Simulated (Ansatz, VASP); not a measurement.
# One calculation of Te, two programs

File INCAR:

```
ALGO = Normal ; EDIFF = 1E-6
ENCUT = 520 ; GGA = CA
ISIF = 2 ; ISMEAR = -1
LASPH = T ; LCHARG = F
LREAL = F ; LWAVE = F
NBANDS = 9 ; NELM = 80
PREC = Accurate ; SIGMA = 0.1
```

File KPOINTS:

```
k-points
0
Gamma
  11 11 11
```

The input POSCAR:

```
Te
1.0
    3.0902661788      0.0000000000      0.0000000000
    0.0000000000      3.0902661788      0.0000000000
    0.0000000000      0.0000000000      3.0902661788
Te
1
Direct
    0.0000000000      0.0000000000      0.0000000000
```

Input for Ansatz:

```yaml
crystal:
  lattice:
    - [3.0902661788, 0.0, 0.0]
    - [0.0, 3.0902661788, 0.0]
    - [0.0, 0.0, 3.0902661788]
  atoms:
    - { symbol: Te, position: [0.0, 0.0, 0.0] }
hamiltonian:
  xc: lda
  pseudopotentials:
    kind: paw
    azcp:
      Te: "pseudopotentials/Te.paw.azcp"
basis:
  ecutwfc: 420
  fft_grid_basis: typed
kpoints:
  mp_grid: { grid: [11, 11, 11], shift: [0, 0, 0] }
magnetization:
  spin_polarized: false
scf:
  occupations: { method: fermi_dirac, width: 0.1 }
  lower_state_search: "off"
output:
  stress: true
  write_density: true
  write_potential: true
  elf: true
  volumetric_format: npy
```

Alike in both runs: task single point; functional LDA; k mesh 11 × 11 × 11; occupations fermi-dirac, width 0.1 eV; no spin polarisation.

|  | VASP | Ansatz |
| --- | --- | --- |
| version | VASP 6.6.1 | Ansatz 0.2.0 |
| potentials or method | VASP PAW LDA potentials, release 64 (Te), cutoff 520 eV | plane waves (420 eV) with PAW, scalar-relativistic |
| valence electrons in the cell | 6 | 16 |

|  | VASP | Ansatz | Ansatz less VASP |
| --- | --- | --- | --- |
| pressure (GPa) | 2.9 | 2.8 | -0.15 |

Ansatz warns that its potentials were made for another functional, while VASP's fit it. LDA's correlation is that of Perdew and Zunger in VASP and of Perdew and Wang (1992) in Ansatz. VASP's potentials hold 6 valence electrons a cell and Ansatz's 16, so a difference there can come from the potentials and not from the codes.

Neither program's run includes spin-orbit coupling.
